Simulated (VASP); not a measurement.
Write the native input for VASP 6.6.1 that does the following.

| Property | Result |
| --- | --- |
| Task | single point |
| Functional | PBE |
| Potentials or basis | VASP PAW PBE potentials, release 64 (Nd_3, Ag, O), 4f in core |
| Cutoff | 600 eV |
| k mesh | 6 × 6 × 4 |
| Occupations | gaussian, width 0.1 eV |
| Spin | no spin polarisation |
| Dipole correction | no |
| Mended | yes |
| Further INCAR settings | ALGO = Normal; EDIFF = 1e-06; NBANDS = 32 |

The structure of NdAgO4 lies in POSCAR:

```
NdAgO4
1.0
    4.6657405700      0.0000000000      0.0000000000
   -2.3328702900      4.0406498600      0.0000000000
    0.0000000000      0.0000000000      4.6642746600
Nd Ag O
1 1 4
Direct
    0.6666666700      0.3333333300      0.5000000000
    0.0000000000      0.0000000000      0.0000000000
    0.4959585700      0.5040414300      0.0000000000
    0.4959585700      0.9919171400      0.0000000000
    0.0080828600      0.5040414300      0.0000000000
    0.0000000000      0.0000000000      0.5000000000
```

The cell was built from a structure type or drawn by symmetry, and may not be a known phase.

The input as run:

INCAR

```
SYSTEM = NdAgO4
PREC     = Accurate       ! precision mode
ENCUT    = 600            ! plane-wave cutoff, eV
EDIFF    = 1E-6           ! SCF threshold, eV
ISMEAR   = 0              ! smearing method
SIGMA    = 0.1            ! smearing width, eV
LREAL    = .FALSE.        ! projectors in reciprocal space
LASPH    = .TRUE.         ! aspherical terms in the spheres
NELM     = 200            ! most SCF steps
ALGO     = Normal         ! electronic algorithm
ISIF     = 2              ! what is computed and relaxed
LWAVE    = .FALSE.        ! write WAVECAR
LCHARG   = .FALSE.        ! write CHGCAR
GGA      = PE             ! functional
NBANDS   = 32             ! bands
GGA_COMPAT= .FALSE.      
LMAXMIX  = 6              ! l up to which the mixer works
```

KPOINTS

```
Automatic mesh
0
G
  6 6 4
  0 0 0
```

Potentials or basis: VASP PAW PBE potentials, release 64 (Nd_3, Ag, O), 4f in core.

Run with:

```sh
$ cat potpaw_PBE.64/Nd_3/POTCAR potpaw_PBE.64/Ag/POTCAR potpaw_PBE.64/O/POTCAR > POTCAR
$ mpirun -np 1 vasp_std > vasp.out
```

It gave:

The pressure is -12.4 GPa, the largest force is 0.559 eV/Å and the band gap on the k mesh is zero (bands 23 and 24 overlap by 0.12 eV).

Caveat: the cell stands under tension; spin-orbit coupling is left out, which moves the levels of the heavy elements; the 4f electrons are frozen in the core, so they carry no moment and show no levels; the run has no spin polarisation, though such a crystal can be magnetic.

Run time: 74 s on 1 thread of Intel(R) Xeon(R) Platinum 8488C (Sapphire Rapids) (shared host), peak memory 0.27 GiB.
